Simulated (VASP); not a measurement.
# ZnS (P6_3mc) in VASP: electric field gradients with r2SCAN

Aim: the electric field gradients of ZnS with r2SCAN.

Everything below comes from runs of VASP 6.6.1. Logs are shortened: lines on timing, memory, paths and dates and some standing lists are left out, and cuts for length are marked.

### 1 The cell of the first run

Symmetry: P6_3mc, No. 186, hexagonal system. The conventional cell has a = 3.808 Å, b = 3.808 Å, c = 18.679 Å, α = 90.00°, β = 90.00°, γ = 120.00°. Within 3.1 Å of Zn (site symmetry 3m) lie 4 S at 2.33 Å. Zn (site symmetry 3m) has 4 S at 2.33 Å within 3.1 Å. Zn (site symmetry 3m) has 4 S at 2.33 to 2.34 Å within 3.1 Å. Within 3.1 Å of S (site symmetry 3m) lie 4 Zn at 2.33 Å. Within 3.1 Å of S (site symmetry 3m) lie 4 Zn at 2.33 Å. S (site symmetry 3m) has 4 Zn at 2.33 to 2.34 Å within 3.1 Å.

### 2 Electric field gradients, r2SCAN

Input file POSCAR:

```
ZnS
1.0
    3.8079618786      0.0000000000      0.0000000000
   -1.9039809393      3.2977917235      0.0000000000
    0.0000000000      0.0000000000     18.6787437300
Zn S
6 6
Direct
    0.3333333333      0.6666666667      0.8332648200
    0.6666666667      0.3333333333      0.3332648200
    0.6666666667      0.3333333333      0.6668637300
    0.3333333333      0.6666666667      0.1668637300
    0.0000000000      0.0000000000      0.4999412100
    0.0000000000      0.0000000000      0.9999412100
    0.3333333333      0.6666666667      0.9581155900
    0.6666666667      0.3333333333      0.4581155900
    0.6666666667      0.3333333333      0.7917082100
    0.3333333333      0.6666666667      0.2917082100
    0.0000000000      0.0000000000      0.6251074300
    0.0000000000      0.0000000000      0.1251074300
```

Input file INCAR.step1:

```
SYSTEM = ZnS
PREC = Accurate
ENCUT = 520
ISMEAR = -1
SIGMA = 0.02
LREAL = .FALSE.
LASPH = .TRUE.
NELM = 80
NBANDS = 66
GGA = PE
ALGO = Normal
EDIFF = 1E-4
LWAVE = .TRUE.
LCHARG = .FALSE.
```

Input file INCAR.step2:

```
SYSTEM = ZnS
PREC = Accurate
ENCUT = 520
EDIFF = 1E-8
ISMEAR = -1
SIGMA = 0.02
LREAL = .FALSE.
LASPH = .TRUE.
NELM = 80
ALGO = Normal
ISIF = 2
LWAVE = .FALSE.
LCHARG = .FALSE.
METAGGA = R2SCAN
LMIXTAU = .TRUE.
LEFG = .TRUE.
NBANDS = 66
ISTART = 1
```

Input file KPOINTS:

```
Automatic mesh
0
G
  8 8 2
  0 0 0
```

Potentials or basis: VASP PAW PBE potentials, release 64 (Zn, S).

Started as:

```console
cat potpaw_PBE.64/Zn/POTCAR potpaw_PBE.64/S/POTCAR > POTCAR
cp INCAR.step1 INCAR
mpirun -np 1 vasp_std > vasp.out
cp INCAR.step2 INCAR
mpirun -np 1 vasp_std > vasp.out
```

OUTCAR:

```text
SYSTEM = ZnS
   PREC = Accurate
   ENCUT = 520
   EDIFF = 1E-8
   ISMEAR = -1
   LREAL = .FALSE.
   LASPH = .TRUE.
   NELM = 80
   ISIF = 2
   METAGGA = R2SCAN
   ISTART = 1

 ion  position               nearest neighbor table
   1  0.333  0.667  0.833-   9 2.33   9 2.33   9 2.33   7 2.33
   2  0.667  0.333  0.333-  10 2.33  10 2.33  10 2.33   8 2.33
   3  0.667  0.333  0.667-   9 2.33  11 2.33  11 2.33  11 2.33
   4  0.333  0.667  0.167-  10 2.33  12 2.33  12 2.33  12 2.33
   5  0.000  0.000  0.500-   8 2.33   8 2.33   8 2.33  11 2.34
   6  0.000  0.000  1.000-   7 2.33   7 2.33   7 2.33  12 2.34
   7  0.333  0.667  0.958-   1 2.33   6 2.33   6 2.33   6 2.33
   8  0.667  0.333  0.458-   2 2.33   5 2.33   5 2.33   5 2.33
   9  0.667  0.333  0.792-   1 2.33   1 2.33   1 2.33   3 2.33
  10  0.333  0.667  0.292-   2 2.33   2 2.33   2 2.33   4 2.33
  11  0.000  0.000  0.625-   3 2.33   3 2.33   3 2.33   5 2.34
  12  0.000  0.000  0.125-   4 2.33   4 2.33   4 2.33   6 2.34

  LATTYP: Found a hexagonal cell.
 ALAT       =     3.8079618786
 C/A-ratio  =     4.9051813872

  Lattice vectors:

 A1 = (   3.8079618786,   0.0000000000,   0.0000000000)
 A2 = (  -1.9039809393,   3.2977917235,   0.0000000000)
 A3 = (   0.0000000000,   0.0000000000,  18.6787437300)

Analysis of symmetry for initial positions (statically):
=====================================================================
 Subroutine PRICEL returns:
 Original cell was already a primitive cell.

 Routine SETGRP: Setting up the symmetry group for a
 hexagonal supercell.

 Subroutine GETGRP returns: Found 12 space group operations
 (whereof  6 operations were pure point group operations)
 out of a pool of 24 trial point group operations.

The static configuration has the point symmetry C_3v.
 The point group associated with its full space group is C_6v.

Analysis of symmetry for dynamics (positions and initial velocities):
=====================================================================
 Subroutine PRICEL returns:
 Original cell was already a primitive cell.

 Routine SETGRP: Setting up the symmetry group for a
 hexagonal supercell.

 Subroutine GETGRP returns: Found 12 space group operations
 (whereof  6 operations were pure point group operations)
 out of a pool of 24 trial point group operations.

The dynamic configuration has the point symmetry C_3v.
 The point group associated with its full space group is C_6v.

 Subroutine INISYM returns: Found 12 space group operations
 (whereof  6 operations are pure point group operations),
 and found     1 'primitive' translations

----------------------------------------------------------------------------------------

                                     Primitive cell

  volume of cell :     234.5651

  direct lattice vectors                    reciprocal lattice vectors
     3.807961879  0.000000000  0.000000000     0.262607671  0.151616610  0.000000000
    -1.903980939  3.297791724  0.000000000     0.000000000  0.303233219  0.000000000
     0.000000000  0.000000000 18.678743730     0.000000000  0.000000000  0.053536791

  length of vectors
     3.807961879  3.807961879 18.678743730     0.303233219  0.303233219  0.053536791

  position of ions in fractional coordinates (direct lattice)
     0.333333333  0.666666667  0.833264820
     0.666666667  0.333333333  0.333264820
     0.666666667  0.333333333  0.666863730
     0.333333333  0.666666667  0.166863730
     0.000000000  0.000000000  0.499941210
     0.000000000  0.000000000  0.999941210
     0.333333333  0.666666667  0.958115590
     0.666666667  0.333333333  0.458115590
     0.666666667  0.333333333  0.791708210
     0.333333333  0.666666667  0.291708210
     0.000000000  0.000000000  0.625107430
     0.000000000  0.000000000  0.125107430

  ion indices of the primitive-cell ions
   primitive index   ion index
                 1           1
                 2           2
                 3           3
                 4           4
                 5           5
                 6           6
                 7           7
                 8           8
                 9           9
                10          10
                11          11
                12          12

----------------------------------------------------------------------------------------

 KPOINTS: Automatic mesh

Automatic generation of k-mesh.
 Grid dimensions read from file:
 generate k-points for:    8    8    2
[... 58 lines left out ...]
   NELM   =     80;   NELMIN=  2; NELMDL=  0     # of ELM steps
   EDIFF  = 0.1E-07   stopping-criterion for ELM
   LREAL  =      F    real-space projection
   EDIFFG = 0.1E-06   stopping-criterion for IOM
   NSW    =      0    number of steps for IOM
   IBRION =     -1    ionic relax: 0-MD 1-quasi-New 2-CG
   NFREE  =      0    steps in history (QN), initial steepest desc. (CG)
   ISIF   =      2    stress and relaxation
   ISYM   =      2    0-nonsym 1-usesym 2-fastsym
   POTIM  = 0.5000    time-step for ionic-motion
   TEBEG  =    0.0;   TEEND  =   0.0 temperature during run
   PSTRESS=    0.0 pullay stress
   NELECT =     108.0000    total number of electrons
   NUPDOWN=      -1.0000    fix difference up-down
   EMIN   =  10.00;   EMAX   =-10.00  energy-range for DOS
   EFERMI =   0.00;   METHOD = LEGACY
   ISMEAR =    -1;   SIGMA  =   0.02  broadening in eV -4-tet -1-fermi 0-gaus
   EFERMI_NEDOS =   21; number of points for ismear=-14 and -15
   IALGO  =     38    algorithm
   IMIX   =      4    mixing-type and parameters
     AMIX     =   0.40;   BMIX     =  1.00
     AMIX_MAG =   1.60;   BMIX_MAG =  1.00
  volume/ion in A,a.u.               =      19.55       131.91
  Fermi-wavevector in a.u.,A,eV,Ry     =   1.264139  2.388877 21.742764  1.598048
  Thomas-Fermi vector in A             =   2.397460
   LORBIT       =      0    0 simple, 1 ext, 2 COOP (PROOUT), +10 PAW based schemes
   METAGGA = R2SCAN    functional components
   LHFCALC =     F    Hartree Fock is set to
   AEXX    =    0.0000 exact exchange contribution
   IVDW    =     0    specifies the selected vdW correction
   LEPSILON=     F    determine dielectric tensor
   LRPA    =     F    only Hartree local field effects (RPA)
 non-spin polarized calculation
  energy-cutoff  :      520.00
  volume of cell :      234.57
 maximum number of plane-waves:      6354
   NGX = 15   NGY = 15   NGZ = 69

 number of electron     108.0000004 magnetization

 Free energy of the ion-electron system (eV)
  ---------------------------------------------------
  ext. energy  EPLUGINS =         0.00000000
  ---------------------------------------------------
  free energy    TOTEN  =      -113.19077648 eV

  energy without entropy =     -113.19077648  energy(sigma->0) =     -113.19077648

 E-fermi :   2.3595     XC(G=0): -10.3281

 val. band max:        1.9233451346   @ k =   0.0000   0.0000   0.0000
 cond. band min:       4.6677284644   @ k =   0.0000   0.0000   0.0000
 fundamental gap:      2.7443833299
 Fermi energy:         2.3594703772

 k-point     1 :       0.0000    0.0000    0.0000
  band No.  band energies     occupation
      1     -11.8268      2.00000
      2     -11.6235      2.00000
      3     -11.6078      2.00000
      4     -11.1456      2.00000
      5     -11.1307      2.00000
      6     -10.8628      2.00000
[... 1369 lines left out ...]
     65       8.9956      0.00000
     66       8.9956      0.00000

------------------------ aborting loop because EDIFF is reached ----------------------------------------

  FORCE on cell =-STRESS in cart. coord.  units (eV):
  Direction    XX          YY          ZZ          XY          YZ          ZX
  --------------------------------------------------------------------------------------
  -------------------------------------------------------------------------------------
  Total        0.1668904      0.1668904      0.1995469      0.0000000      0.0000000      0.0000000
  in kB        1.1399306      1.1399306      1.3629881      0.0000000      0.0000000      0.0000000
  external PRESSURE =       1.2142831 kB  Pullay stress =       0.0000000 kB

 VOLUME and BASIS-vectors are now :
 -----------------------------------------------------------------------------
  energy-cutoff  :      520.00
  volume of cell :      234.57
      direct lattice vectors                 reciprocal lattice vectors
     3.807961879  0.000000000  0.000000000     0.262607671  0.151616610  0.000000000
    -1.903980939  3.297791724  0.000000000     0.000000000  0.303233219  0.000000000
     0.000000000  0.000000000 18.678743730     0.000000000  0.000000000  0.053536791

 POSITION                                       TOTAL-FORCE (eV/Angst)
 -----------------------------------------------------------------------------------
     -0.00000      2.19853     15.56434         0.000000     -0.000000     -0.000278
      1.90398      1.09926      6.22497        -0.000000      0.000000     -0.000278
      1.90398      1.09926     12.45618         0.000000     -0.000000     -0.004556
     -0.00000      2.19853      3.11680        -0.000000      0.000000     -0.004556
      0.00000      0.00000      9.33827        -0.000000      0.000000     -0.004796
      0.00000      0.00000     18.67765         0.000000      0.000000     -0.004796
     -0.00000      2.19853     17.89640         0.000000      0.000000      0.004937
      1.90398      1.09926      8.55702         0.000000      0.000000      0.004937
      1.90398      1.09926     14.78811         0.000000     -0.000000      0.002430
     -0.00000      2.19853      5.44874         0.000000      0.000000      0.002430
      0.00000      0.00000     11.67622         0.000000      0.000000      0.002264
      0.00000      0.00000      2.33685         0.000000      0.000000      0.002264
 -----------------------------------------------------------------------------------
    total drift:                               -0.000001     -0.000002     -0.071187

  FREE ENERGIE OF THE ION-ELECTRON SYSTEM (eV)
  ---------------------------------------------------
  free  energy   TOTEN  =      -113.1907764795 eV

  energy  without entropy=     -113.1907764795  energy(sigma->0) =     -113.19077648

 Electric field gradients (V/A^2)
---------------------------------------------------------------------
 ion       V_xx      V_yy      V_zz      V_xy      V_xz      V_yz
---------------------------------------------------------------------
   1      -0.215    -0.208     0.423     0.006    -0.000     0.000
   2      -0.215    -0.208     0.423     0.006     0.000    -0.000
   3      -0.229    -0.223     0.452     0.006    -0.000     0.000
   4      -0.229    -0.223     0.452     0.006     0.000    -0.000
   5       0.110     0.111    -0.221     0.001     0.000    -0.000
   6       0.110     0.111    -0.221     0.001    -0.000     0.000
   7      -0.304    -0.304     0.608    -0.000    -0.000     0.000
   8      -0.304    -0.304     0.608    -0.000     0.000    -0.000
   9      -0.026    -0.027     0.053    -0.000     0.000    -0.000
  10      -0.026    -0.027     0.053    -0.000    -0.000     0.000
  11      -1.087    -1.087     2.174     0.000    -0.000     0.000
  12      -1.087    -1.087     2.174     0.000     0.000    -0.000
---------------------------------------------------------------------

 Electric field gradients after diagonalization (V/A^2)
 (convention: |V_zz| > |V_xx| > |V_yy|)
----------------------------------------------------------------------
 ion       V_xx      V_yy      V_zz     asymmetry (V_yy - V_xx)/ V_zz
----------------------------------------------------------------------
   1      -0.218    -0.205     0.423       0.030
   2      -0.218    -0.205     0.423       0.030
   3      -0.233    -0.220     0.452       0.028
   4      -0.233    -0.220     0.452       0.028
   5       0.111     0.110    -0.221       0.007
   6       0.111     0.110    -0.221       0.007
   7      -0.304    -0.303     0.608       0.001
   8      -0.304    -0.303     0.608       0.001
   9      -0.027    -0.026     0.053       0.019
  10      -0.027    -0.026     0.053       0.019
  11      -1.088    -1.086     2.174       0.001
  12      -1.088    -1.086     2.174       0.001
----------------------------------------------------------------------

           NMR quadrupolar parameters

 Cq : quadrupolar parameter    Cq=e*Q*V_zz/h
 eta: asymmetry parameters     (V_yy - V_xx)/ V_zz
 Q  : nuclear electric quadrupole moment in mb (millibarn)
----------------------------------------------------------------------
 ion       Cq(MHz)       eta       Q (mb)
----------------------------------------------------------------------
   1       0.001       0.030       1.000
   2       0.001       0.030       1.000
   3       0.001       0.028       1.000
   4       0.001       0.028       1.000
   5      -0.001       0.007       1.000
   6      -0.001       0.007       1.000
   7       0.001       0.001       1.000
   8       0.001       0.001       1.000
   9       0.000       0.019       1.000
  10       0.000       0.019       1.000
  11       0.005       0.001       1.000
  12       0.005       0.001       1.000
----------------------------------------------------------------------
```

It took 27 min on 1 thread of Intel Xeon 6975P-C, shared host; peak memory 0.51 GiB.

What came out:

```yaml
Free_energy: -113.1908 eV
Pressure: 0.1 GPa
Largest_force: 0.005 eV/Å
Band_gap_on_the_k_mesh: 2.74 eV, direct
```

Forces on the atoms (eV/Å):
```
Zn   0.000  0.000  0.000
Zn   0.000  0.000  0.000
Zn   0.000  0.000 -0.005
Zn   0.000  0.000 -0.005
Zn   0.000  0.000 -0.005
Zn   0.000  0.000 -0.005
S    0.000  0.000  0.005
S    0.000  0.000  0.005
S    0.000  0.000  0.002
S    0.000  0.000  0.002
S    0.000  0.000  0.002
S    0.000  0.000  0.002
```

Electric field gradients, principal values (V/Å²):
| atom | least | middle | greatest (by size) |
| --- | --- | --- | --- |
| 1 Zn | -0.205 | -0.218 | 0.423 |
| 2 Zn | -0.205 | -0.218 | 0.423 |
| 3 Zn | -0.220 | -0.233 | 0.452 |
| 4 Zn | -0.220 | -0.233 | 0.452 |
| 5 Zn | 0.110 | 0.111 | -0.221 |
| 6 Zn | 0.110 | 0.111 | -0.221 |
| 7 S | -0.303 | -0.304 | 0.608 |
| 8 S | -0.303 | -0.304 | 0.608 |
| 9 S | -0.026 | -0.027 | 0.053 |
| 10 S | -0.026 | -0.027 | 0.053 |
| 11 S | -1.086 | -1.088 | 2.174 |
| 12 S | -1.086 | -1.088 | 2.174 |

Caveat: without QUAD_EFG the Cq values of the log hold for a quadrupole moment of 1 mb, not for the nuclei; the PAW data sets were made with another functional, which shifts forces and pressure a little.
